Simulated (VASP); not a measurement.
# Sc12HC in VASP: single point with PBE

Aim: the single point of Sc12HC with PBE.

All numbers are computed with VASP 6.6.1; they aren't measurements. Logs are shortened: lines on timing, memory, paths and dates and some standing lists are left out, and cuts for length are marked.

### Step 1. The cell of the first run

The cell holds a slab with vacuum, 14 atoms: a = 6.620 Å, b = 6.620 Å, c = 16.276 Å, α = 90.00°, β = 90.00°, γ = 60.00°.

### Step 2. Single point, PBE

The input, INCAR:

```
PREC = Accurate
ENCUT = 520
EDIFF = 1E-6
ISMEAR = 0
SIGMA = 0.05
LREAL = False
LASPH = True
NELM = 120
ALGO = Normal
ISIF = 2
LWAVE = False
LCHARG = False
GGA = PE
NBANDS = 82
GGA_COMPAT = False
NELMDL = -8
```

The input, KPOINTS:

```
regular mesh
0
Gamma
  4 4 1
```

The input, POSCAR:

```
Sc12HC
1.0
    6.6199999251     -0.0000000433      0.0000000000
    3.3099999251      5.7330880433      0.0000000000
    0.0000000000      0.0000000000     16.2761400000
Sc C H
12 1 1
Direct
   -0.0000000050     -0.0000000050      0.0614396300
    0.5000000000      0.0000000000      0.0614396300
   -0.0000000050      0.5000000100      0.0614396300
    0.4999999900      0.5000000050      0.0614396300
   -0.1651305734      0.3325652867      0.2129951395
    0.3344034095      0.3421322649      0.2135302271
   -0.1711103251      0.8355551625      0.2133409581
    0.3344034095      0.8234643256      0.2135302271
    0.0092531941     -0.0181612228      0.3791351062
    0.4521589942      0.0239205029      0.3718305837
    0.0092531941      0.5089080287      0.3791351062
    0.4948813568      0.5025593216      0.3745124931
    0.1259446904      0.1870276548      0.4284263108
    0.1809305791      0.6595347105      0.4370522002
```

Potentials or basis: VASP PAW PBE potentials, release 64 (Sc_sv, C, H).

On the command line:

```console
> cat potpaw_PBE.64/Sc_sv/POTCAR potpaw_PBE.64/C/POTCAR potpaw_PBE.64/H/POTCAR > POTCAR
> mpirun -np 1 vasp_std > vasp.out
```

OUTCAR:

```text
PREC = Accurate
   ENCUT = 520
   EDIFF = 1E-6
   ISMEAR = 0
   LREAL = False
   LASPH = True
   NELM = 120
   ISIF = 2
   GGA = PE
   NELMDL = -8

 ion  position               nearest neighbor table
   1  1.000  1.000  0.061-   5 3.12   8 3.13   7 3.13   3 3.31   2 3.31   4 3.31   2 3.31   4 3.31
                             3 3.31
   2  0.500  0.000  0.061-   7 3.11   8 3.16   6 3.16   1 3.31   3 3.31   4 3.31   4 3.31   1 3.31
                             3 3.31
   3  1.000  0.500  0.061-   5 3.12   6 3.13   7 3.13   1 3.31   4 3.31   2 3.31   4 3.31   2 3.31
                             1 3.31
   4  0.500  0.500  0.061-   6 3.09   8 3.09   5 3.13   3 3.31   1 3.31   2 3.31   2 3.31   3 3.31
                             1 3.31
   5  0.835  0.333  0.213-   3 3.12   1 3.12   4 3.13  12 3.27   6 3.28   8 3.28   7 3.31   7 3.31
                             6 3.34   8 3.34  11 3.37   9 3.37
   6  0.334  0.342  0.214-   4 3.09   3 3.13   2 3.16  10 3.17   8 3.19  12 3.20  11 3.28   5 3.28
                             7 3.31   7 3.31   5 3.34
   7  0.829  0.836  0.213-   2 3.11   3 3.13   1 3.13  11 3.29   9 3.29   6 3.31   8 3.31   5 3.31
                             5 3.31   8 3.31   6 3.31  10 3.36
   8  0.334  0.823  0.214-   4 3.09   1 3.13   2 3.16  10 3.17   6 3.19  12 3.20   9 3.28   5 3.28
                             7 3.31   7 3.31   5 3.34
   9  0.009  0.982  0.379-  13 2.03  14 2.08  10 3.08  11 3.13  12 3.19   8 3.28   7 3.29   5 3.37
                            12 3.43
  10  0.452  0.024  0.372-  13 2.08   9 3.08  11 3.08   8 3.17   6 3.17  12 3.32  12 3.32   7 3.36

  11  0.009  0.509  0.379-  13 2.03  14 2.08  10 3.08   9 3.13  12 3.19   6 3.28   7 3.29   5 3.37
                            12 3.43
  12  0.495  0.503  0.375-  14 2.07  11 3.19   9 3.19   6 3.20   8 3.20   5 3.27  10 3.32  10 3.32
                            11 3.43   9 3.43
  13  0.126  0.187  0.428-   9 2.03  11 2.03  10 2.08
  14  0.181  0.660  0.437-  12 2.07   9 2.08  11 2.08

  LATTYP: Found a hexagonal cell.
 ALAT       =     6.6199998502
 C/A-ratio  =     2.4586314756

  Lattice vectors:

 A1 = (  -3.3099999251,  -5.7330880433,   0.0000000000)
 A2 = (   6.6199999251,  -0.0000000433,   0.0000000000)
 A3 = (   0.0000000000,   0.0000000000,  16.2761400000)

Analysis of symmetry for initial positions (statically):
=====================================================================
 Subroutine PRICEL returns:
 Original cell was already a primitive cell.

 Routine SETGRP: Setting up the symmetry group for a
 hexagonal supercell.

 Subroutine GETGRP returns: Found  2 space group operations
 (whereof  1 operations were pure point group operations)
 out of a pool of 24 trial point group operations.

The static configuration has the point symmetry C_1 .
 The point group associated with its full space group is C_1h.

Analysis of symmetry for dynamics (positions and initial velocities):
=====================================================================
 Subroutine PRICEL returns:
 Original cell was already a primitive cell.

 Routine SETGRP: Setting up the symmetry group for a
 hexagonal supercell.

 Subroutine GETGRP returns: Found  2 space group operations
 (whereof  1 operations were pure point group operations)
 out of a pool of 24 trial point group operations.

The dynamic configuration has the point symmetry C_1 .
 The point group associated with its full space group is C_1h.

 Subroutine INISYM returns: Found  2 space group operations
 (whereof  1 operations are pure point group operations),
 and found     1 'primitive' translations

----------------------------------------------------------------------------------------

                                     Primitive cell

  volume of cell :     617.7290

  direct lattice vectors                    reciprocal lattice vectors
     6.619999925 -0.000000043  0.000000000     0.151057403 -0.087213032  0.000000000
     3.309999925  5.733088043  0.000000000     0.000000001  0.174426066  0.000000000
     0.000000000  0.000000000 16.276140000     0.000000000  0.000000000  0.061439629

  length of vectors
     6.619999925  6.619999850 16.276140000     0.174426065  0.174426066  0.061439629
[... 45 lines left out ...]
     0.037764351 -0.021803258  0.000000000     0.250000000  0.000000000  0.000000000
     0.000000000  0.043606517  0.000000000     0.000000000  0.250000000  0.000000000
     0.000000000  0.000000000  0.061439629     0.000000000  0.000000000  1.000000000

  Length of vectors
     0.043606516  0.043606517  0.061439629

  Shift w.r.t. Gamma in fractional coordinates (k-lattice)
     0.000000000  0.000000000  0.000000000

 Subroutine IBZKPT returns following result:
 ===========================================

 Found      7 irreducible k-points:

 Following reciprocal coordinates:
            Coordinates               Weight
  0.000000  0.000000  0.000000      1.000000
  0.250000  0.000000  0.000000      2.000000
  0.250000  0.250000  0.000000      4.000000
  0.500000  0.000000  0.000000      1.000000
  0.500000  0.500000  0.000000      2.000000
  0.500000  0.250000  0.000000      4.000000
  0.250000  0.500000  0.000000      2.000000
   k-points           NKPTS =      7   k-points in BZ     NKDIM =      7   number of bands    NBANDS=     82
   number of dos      NEDOS =    301   number of ions     NIONS =     14
   total plane-waves  NPLWV = 315000
   dimension x,y,z NGX =    50 NGY =   50 NGZ =  126
   dimension x,y,z NGXF=   100 NGYF=  100 NGZF=  252
   ions per type =              12   1   1
   NGX,Y,Z   is equivalent  to a cutoff of  12.56, 12.56, 12.87 a.u.
   NGXF,Y,Z  is equivalent  to a cutoff of  25.11, 25.11, 25.74 a.u.
 SYSTEM =  unknown system
   PREC   = accura    normal or accurate (medium, high low for compatibility)
   ISTART =      0    job   : 0-new  1-cont  2-samecut
   ICHARG =      2    charge: 1-file 2-atom 10-const
   ISPIN  =      1    spin polarized calculation?
   LNONCOLLINEAR =      F non collinear calculations
   LSORBIT =      F    spin-orbit coupling
   LASPH  =      T    aspherical Exc in radial PAW
   ENCUT  =  520.0 eV  38.22 Ry    6.18 a.u.  12.31 12.31 30.26*2*pi/ulx,y,z
   NELM   =    120;   NELMIN=  2; NELMDL= -8     # of ELM steps
   EDIFF  = 0.1E-05   stopping-criterion for ELM
   LREAL  =      F    real-space projection
   EDIFFG = 0.1E-04   stopping-criterion for IOM
   NSW    =      0    number of steps for IOM
   IBRION =     -1    ionic relax: 0-MD 1-quasi-New 2-CG
   NFREE  =      0    steps in history (QN), initial steepest desc. (CG)
   ISIF   =      2    stress and relaxation
   ISYM   =      2    0-nonsym 1-usesym 2-fastsym
   POTIM  = 0.5000    time-step for ionic-motion
   TEBEG  =    0.0;   TEEND  =   0.0 temperature during run
   PSTRESS=    0.0 pullay stress
   NELECT =     137.0000    total number of electrons
   NUPDOWN=      -1.0000    fix difference up-down
   EMIN   =  10.00;   EMAX   =-10.00  energy-range for DOS
   EFERMI =   0.00;   METHOD = LEGACY
   ISMEAR =     0;   SIGMA  =   0.05  broadening in eV -4-tet -1-fermi 0-gaus
   EFERMI_NEDOS =   21; number of points for ismear=-14 and -15
   IALGO  =     38    algorithm
   IMIX   =      4    mixing-type and parameters
     AMIX     =   0.40;   BMIX     =  1.00
     AMIX_MAG =   1.60;   BMIX_MAG =  1.00
  volume/ion in A,a.u.               =      44.12       297.76
  Fermi-wavevector in a.u.,A,eV,Ry     =   0.990944  1.872612 13.360507  0.981970
  Thomas-Fermi vector in A             =   2.122650
   LORBIT       =      0    0 simple, 1 ext, 2 COOP (PROOUT), +10 PAW based schemes
   GGA     = PE    functional components
   LHFCALC =     F    Hartree Fock is set to
   AEXX    =    0.0000 exact exchange contribution
   IVDW    =     0    specifies the selected vdW correction
   LEPSILON=     F    determine dielectric tensor
   LRPA    =     F    only Hartree local field effects (RPA)
 non-spin polarized calculation
 Gauss-broadening in eV      SIGMA  =   0.05
  energy-cutoff  :      520.00
  volume of cell :      617.73
 maximum number of plane-waves:     16693
 NGX is ok and might be reduce to    50
   NGX = 25   NGY = 25   NGZ = 61

 number of electron     137.0000002 magnetization

 Free energy of the ion-electron system (eV)
  ---------------------------------------------------
  ext. energy  EPLUGINS =         0.00000000
  ---------------------------------------------------
  free energy    TOTEN  =       -82.12797720 eV

  energy without entropy =      -82.10155794  energy(sigma->0) =      -82.11476757

 E-fermi :   0.1217     XC(G=0):  -5.8780

 val. band max:        0.1099540598   @ k =   0.5000   0.0000   0.0000
 cond. band min:       0.1331928907   @ k =   0.5000   0.0000   0.0000
 fundamental gap:      0.0232388310
 Fermi energy:         0.1216625151

 k-point     1 :       0.0000    0.0000    0.0000
  band No.  band energies     occupation
      1     -49.7519      2.00000
      2     -49.6067      2.00000
      3     -49.5706      2.00000
      4     -49.5561      2.00000
      5     -49.5368      2.00000
      6     -49.1834      2.00000
[... 570 lines left out ...]
     79       0.8742      0.00000
     80       0.9989      0.00000
 [bands above 80 left out]

------------------------ aborting loop because EDIFF is reached ----------------------------------------

  FORCE on cell =-STRESS in cart. coord.  units (eV):
  Direction    XX          YY          ZZ          XY          YZ          ZX
  --------------------------------------------------------------------------------------
  -------------------------------------------------------------------------------------
  Total        0.2474133      2.1815999      0.0433726      1.6750548      0.0074707     -0.0129394
  in kB        0.6417053      5.6583223      0.1124936      4.3445178      0.0193763     -0.0335604
  external PRESSURE =       2.1375071 kB  Pullay stress =       0.0000000 kB

 VOLUME and BASIS-vectors are now :
 -----------------------------------------------------------------------------
  energy-cutoff  :      520.00
  volume of cell :      617.73
      direct lattice vectors                 reciprocal lattice vectors
     6.619999925 -0.000000043  0.000000000     0.151057403 -0.087213032  0.000000000
     3.309999925  5.733088043  0.000000000     0.000000001  0.174426066  0.000000000
     0.000000000  0.000000000 16.276140000     0.000000000  0.000000000  0.061439629

 POSITION                                       TOTAL-FORCE (eV/Angst)
 -----------------------------------------------------------------------------------
      9.93000      5.73309      1.00000        -0.062700     -0.048604     -0.066482
      3.31000     -0.00000      1.00000         0.025727     -0.014853      0.072340
      8.27500      2.86654      1.00000         0.010742      0.078602     -0.066482
      4.96500      2.86654      1.00000         0.028432     -0.016415      0.020978
      6.62763      1.90663      3.46674         0.001429     -0.000825      0.004918
      3.34621      1.96147      3.47545        -0.002744     -0.002342      0.004690
      8.25294      4.79031      3.47237        -0.000808      0.000466      0.004984
      4.93942      4.72099      3.47545         0.000656      0.003548      0.004690
      3.31114      5.62897      6.17086        -0.047103     -0.022665     -0.018818
      3.07247      0.13714      6.05197         0.047881     -0.027644     -0.018479
      1.74574      2.91761      6.17086        -0.003923      0.052125     -0.018818
      4.93959      2.88122      6.09562         0.005256     -0.003034      0.000559
      1.45282      1.07225      6.97313        -0.010186      0.005881      0.067130
      3.38082      3.78117      7.11352         0.007340     -0.004238      0.008790
 -----------------------------------------------------------------------------------
    total drift:                               -0.000525      0.000304      0.000164

  FREE ENERGIE OF THE ION-ELECTRON SYSTEM (eV)
  ---------------------------------------------------
  free  energy   TOTEN  =       -82.1279772038 eV

  energy  without entropy=      -82.1015579401  energy(sigma->0) =      -82.11476757
```

Run time: 17 min. Hardware: 1 thread of Intel Xeon Platinum 8488C (Sapphire Rapids), shared host; peak memory 0.78 GiB.

Results:

* Free energy: -82.1280 eV
* Largest force: 0.104 eV/Å
* Band gap on the k mesh: zero (an odd number of electrons rules out a gap without spin polarisation)

Forces in eV/Å, atoms in the order of the input:
```
Sc  -0.063 -0.049 -0.066
Sc   0.026 -0.015  0.072
Sc   0.011  0.079 -0.066
Sc   0.028 -0.016  0.021
Sc   0.001 -0.001  0.005
Sc  -0.003 -0.002  0.005
Sc  -0.001  0.000  0.005
Sc   0.001  0.004  0.005
Sc  -0.047 -0.023 -0.019
Sc   0.048 -0.028 -0.018
Sc  -0.004  0.052 -0.019
Sc   0.005 -0.003  0.001
C   -0.010  0.006  0.067
H    0.007 -0.004  0.009
```

Caveat: there is no dipole correction, which matters where the two faces differ.

The gap in the log of VASP goes by the Fermi energy; the results here count the filled bands.